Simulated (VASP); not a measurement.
Write the native input for VASP 6.6.1 that does the following.

```
Task                   : single point
Functional             : BLYP
Dispersion             : D3(BJ)
Potentials or basis    : VASP PAW PBE potentials, release 64 (Zn)
Cutoff                 : 520 eV
k mesh                 : 12 × 12 × 12
Occupations            : fermi-dirac, width 0.05 eV
Spin                   : no spin polarisation
Dipole correction      : no
Further INCAR settings : ALGO = Normal; EDIFF = 1e-07; NBANDS = 12
```

The structure of Zn lies in POSCAR:

```
Zn
1.0
   -1.5380587102      1.5380587102      1.5380587102
    1.5380587102     -1.5380587102      1.5380587102
    1.5380587102      1.5380587102     -1.5380587102
Zn
1
Direct
    0.0000000000      0.0000000000      0.0000000000
```

These files were run (other wordings do the same):

INCAR

```
SYSTEM = Zn
PREC     = Accurate       ! precision mode
ENCUT    = 520            ! plane-wave cutoff, eV
EDIFF    = 1E-7           ! SCF threshold, eV
ISMEAR   = -1             ! smearing method
SIGMA    = 0.05           ! smearing width, eV
LREAL    = .FALSE.        ! projectors in reciprocal space
LASPH    = .TRUE.         ! aspherical terms in the spheres
NELM     = 60             ! most SCF steps
ALGO     = Normal         ! electronic algorithm
ISIF     = 2              ! what is computed and relaxed
LWAVE    = .FALSE.        ! write WAVECAR
LCHARG   = .FALSE.        ! write CHGCAR
GGA      = B5             ! functional
ALDAX    = 1.0          
AGGAX    = 1.0          
AGGAC    = 1.0          
ALDAC    = 0.0          
IVDW     = 12             ! dispersion correction
VDW_S6   = 1.0          
VDW_S8   = 2.6996       
VDW_A1   = 0.4298       
VDW_A2   = 4.2359       
NBANDS   = 12             ! bands
```

KPOINTS

```
regular mesh
0
G
  12 12 12
  0 0 0
```

Potentials or basis: VASP PAW PBE potentials, release 64 (Zn).

The run is started by

```bash
$ cat potpaw_PBE.64/Zn/POTCAR > POTCAR
$ mpirun -np 1 vasp_std > vasp.out
```

Results of the run:

| Quantity | Value |
| --- | --- |
| Pressure | 0.4 GPa |
| Band gap on the k mesh | zero (band 6 reaches 8.26 eV, above the bottom of band 7 at 3.01 eV) |
| Dispersion energy per atom | -0.941 eV |

Caveat: the PAW data sets were made with another functional, which shifts forces and pressure a little; pairwise dispersion overbinds metals, which lowers pressure and volume.

Wall time 12 s on 1 thread of Intel(R) Xeon(R) Platinum 8259CL CPU @ 2.50GHz (Skylake/Cascade Lake) (shared host), peak memory 0.13 GiB.
